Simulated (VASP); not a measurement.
# PbI7 (Fm-3m) in VASP: a series of runs, part 2 of 2

VASP 6.6.1.

### Step 5. Relaxation of cell and atoms, PBE

This run uses another cell than the first one, of 35.82 Å³/atom.

INCAR reads:

```
  PREC = Accurate
  ENCUT = 600
  EDIFF = 1E-6
  ISMEAR = 0
  SIGMA = 0.1
  LREAL = False
  LASPH = True
  NELM = 60
  ALGO = Normal
  ISIF = 3
  LWAVE = False
  LCHARG = False
  GGA = PE
  IBRION = 2
  NSW = 100
  EDIFFG = -0.01
```

KPOINTS reads:

```
Automatic mesh
0
Gamma
  6 6 6
```

POSCAR reads:

```
PbI7
1.0
    0.0000000000      5.2329324846      5.2329324846
    5.2329324846      0.0000000000      5.2329324846
    5.2329324846      5.2329324846      0.0000000000
Pb I
1 7
Direct
    0.5000000000      0.5000000000      0.5000000000
    0.0000000000      0.0000000000      0.0000000000
    0.0000000000      0.5000000000      0.0000000000
    0.5000000000      0.0000000000      0.0000000000
    0.0000000000      0.5000000000      0.5000000000
    0.5000000000      0.0000000000      0.5000000000
    0.0000000000      0.0000000000      0.5000000000
    0.5000000000      0.5000000000      0.0000000000
```

Potentials or basis: VASP PAW PBE potentials, release 64 (Pb_d, I).

Run with:

```bash
cat potpaw_PBE.64/Pb_d/POTCAR potpaw_PBE.64/I/POTCAR > POTCAR
mpirun -np 1 vasp_std > vasp.out
```

OUTCAR:

```text
PREC = Accurate
   ENCUT = 600
   EDIFF = 1E-6
   ISMEAR = 0
   LREAL = False
   LASPH = True
   NELM = 60
   ISIF = 3
   GGA = PE
   IBRION = 2
   NSW = 100
   EDIFFG = -0.01

 ion  position               nearest neighbor table
   1  0.500  0.500  0.500-   5 3.70   6 3.70   8 3.70   3 3.70   4 3.70   8 3.70   4 3.70   6 3.70
                             7 3.70   3 3.70   5 3.70   7 3.70
   2  0.000  0.000  0.000-
   3  0.000  0.500  0.000-   1 3.70   1 3.70
   4  0.500  0.000  0.000-   1 3.70   1 3.70
   5  0.000  0.500  0.500-   1 3.70   1 3.70
   6  0.500  0.000  0.500-   1 3.70   1 3.70
[... 844 lines left out ...]
  in kB       -0.2878592     -0.2878592     -0.2878592      0.0000000     -0.0000000     -0.0000000
  external PRESSURE =      -0.2878592 kB  Pullay stress =       0.0000000 kB

 VOLUME and BASIS-vectors are now :
 -----------------------------------------------------------------------------
  energy-cutoff  :      600.00
  volume of cell :      286.59
      direct lattice vectors                 reciprocal lattice vectors
     0.000000000  5.232932485  5.232932485    -0.095548720  0.095548720  0.095548720
     5.232932485  0.000000000  5.232932485     0.095548720 -0.095548720  0.095548720
     5.232932485  5.232932485  0.000000000     0.095548720  0.095548720 -0.095548720

 POSITION                                       TOTAL-FORCE (eV/Angst)
 -----------------------------------------------------------------------------------
      5.23293      5.23293      5.23293        -0.000000      0.000000      0.000000
      0.00000      0.00000      0.00000         0.000000     -0.000000     -0.000000
      2.61647      0.00000      2.61647         0.000000     -0.000000     -0.000000
      0.00000      2.61647      2.61647         0.000000     -0.000000     -0.000000
      5.23293      2.61647      2.61647         0.000000     -0.000000     -0.000000
      2.61647      5.23293      2.61647         0.000000     -0.000000     -0.000000
      2.61647      2.61647      0.00000         0.000000     -0.000000     -0.000000
      2.61647      2.61647      5.23293        -0.000000     -0.000000     -0.000000
 -----------------------------------------------------------------------------------
    total drift:                               -0.000000     -0.000000      0.000000

  FREE ENERGIE OF THE ION-ELECTRON SYSTEM (eV)
  ---------------------------------------------------
  free  energy   TOTEN  =       -12.4009547618 eV

  energy  without entropy=      -12.3437672423  energy(sigma->0) =      -12.37236100

 reached required accuracy - stopping structural energy minimisation
```

OSZICAR:

```text
N       E                     dE             d eps       ncg     rms          rms(c)
DAV:   1     0.521725704961E+03    0.52173E+03   -0.27057E+04  1184   0.163E+03
DAV:   2     0.440759388153E+02   -0.47765E+03   -0.46626E+03  1478   0.315E+02
DAV:   3    -0.104341042782E+02   -0.54510E+02   -0.52333E+02  1467   0.113E+02
DAV:   4    -0.129442093260E+02   -0.25101E+01   -0.24484E+01  1531   0.276E+01
DAV:   5    -0.130075489304E+02   -0.63340E-01   -0.63251E-01  1481   0.473E+00    0.833E+00
DAV:   6    -0.125336388256E+02    0.47391E+00   -0.36273E-01  1437   0.418E+00    0.535E+00
DAV:   7    -0.124327632171E+02    0.10088E+00   -0.43733E-01  1346   0.362E+00    0.144E+00
DAV:   8    -0.124071912028E+02    0.25572E-01   -0.80135E-02  1232   0.149E+00    0.474E-01
DAV:   9    -0.124021305896E+02    0.50606E-02   -0.42180E-02  1373   0.149E+00    0.389E-01
DAV:  10    -0.124008892249E+02    0.12414E-02   -0.45750E-03  1256   0.457E-01    0.193E-01
DAV:  11    -0.124010897919E+02   -0.20057E-03   -0.28081E-04  1224   0.947E-02    0.861E-02
DAV:  12    -0.124009516290E+02    0.13816E-03   -0.45891E-04  1416   0.154E-01    0.173E-02
DAV:  13    -0.124009545738E+02   -0.29448E-05   -0.44308E-05  1222   0.379E-02    0.147E-02
DAV:  14    -0.124009547618E+02   -0.18799E-06   -0.30609E-06  1096   0.932E-03
   1 F= -.12400955E+02 E0= -.12372361E+02  d E =-.124010E+02
```

CONTCAR:

```text
PbI7
   1.00000000000000
     0.0000000000000000    5.2329324846000000    5.2329324846000000
     5.2329324846000000    0.0000000000000000    5.2329324846000000
     5.2329324846000000    5.2329324846000000    0.0000000000000000
  Pb              I
     1     7
Direct
     0.5000000000000000    0.5000000000000000    0.5000000000000000
     0.0000000000000000    0.0000000000000000    0.0000000000000000
     0.0000000000000000    0.5000000000000000    0.0000000000000000
     0.5000000000000000    0.0000000000000000    0.0000000000000000
     0.0000000000000000    0.5000000000000000    0.5000000000000000
     0.5000000000000000    0.0000000000000000    0.5000000000000000
     0.0000000000000000    0.0000000000000000    0.5000000000000000
     0.5000000000000000    0.5000000000000000    0.0000000000000000

  0.00000000E+00  0.00000000E+00  0.00000000E+00
  0.00000000E+00  0.00000000E+00  0.00000000E+00
  0.00000000E+00  0.00000000E+00  0.00000000E+00
  0.00000000E+00  0.00000000E+00  0.00000000E+00
  0.00000000E+00  0.00000000E+00  0.00000000E+00
  0.00000000E+00  0.00000000E+00  0.00000000E+00
  0.00000000E+00  0.00000000E+00  0.00000000E+00
  0.00000000E+00  0.00000000E+00  0.00000000E+00
```

It took 4.5 min on 1 thread of Intel Xeon 6975P-C (Granite Rapids), shared host; peak memory 0.57 GiB.

What came out:

```
Free energy             : -12.4010 eV
Pressure after relaxing : 0.0 GPa
Band gap on the k mesh  : zero (an odd number of electrons rules out a gap without spin polarisation)
```

Final structure:
```
CELL_PARAMETERS angstrom
0.00000 5.23293 5.23293
5.23293 0.00000 5.23293
5.23293 5.23293 0.00000
ATOMIC_POSITIONS crystal
Pb 0.50000 0.50000 0.50000
I 0.00000 0.00000 0.00000
I 0.00000 0.50000 0.00000
I 0.50000 0.00000 0.00000
I 0.00000 0.50000 0.50000
I 0.50000 0.00000 0.50000
I 0.00000 0.00000 0.50000
I 0.50000 0.50000 0.00000
```

Levels at points of the mesh, in eV from the Fermi level:
```
           k point  band 29  band 30  band 31  band 32  band 33  band 34  band 35  band 36
(0.00, 0.00, 0.00)     0.17     0.25     0.25     0.70     0.70     0.70     3.10     3.10
(0.50, 0.00, 0.00)    -0.57    -0.52    -0.03    -0.03     0.54     0.54     0.60     2.66
(0.50, 0.50, 0.00)    -0.28    -0.28    -0.07    -0.07     0.13     0.20     0.51     2.23
```

Caveat: the relaxation stopped at its first step, so nothing moved; spin-orbit coupling is left out, which moves the levels of the heavy elements; an odd number of electrons without spin polarisation forces a metal; a magnetic or distorted state may lie lower.

### Step 6. Overview

| task | cell | k mesh | cutoff (eV) | gap on the mesh (eV) | pressure (GPa) |
| --- | --- | --- | --- | --- | --- |
| single point | a = 7.772 Å, angles 60.0°, 8 atoms | 4 × 4 × 4 | 520 | none | -2.4 |
| single point | a = 7.400 Å, angles 60.0°, 8 atoms | 6 × 6 × 6 | 520 | none | 0.0 |
| relaxation of cell and atoms | relaxed from a = 7.400 Å, angles 60.0°, 8 atoms | 6 × 6 × 6 | 600 | none | 0.0 |

Alike in all rows: level PBE; potentials or basis VASP PAW PBE potentials, release 64 (Pb_d, I); no spin polarisation; smearing gaussian 0.1 eV.

Caveats: spin-orbit coupling is left out, which moves the levels of the heavy elements; an odd number of electrons without spin polarisation forces a metal; a magnetic or distorted state may lie lower; the relaxation stopped at its first step, so nothing moved (at least some runs).

Absolute energies hang on the potentials; compare differences alone.
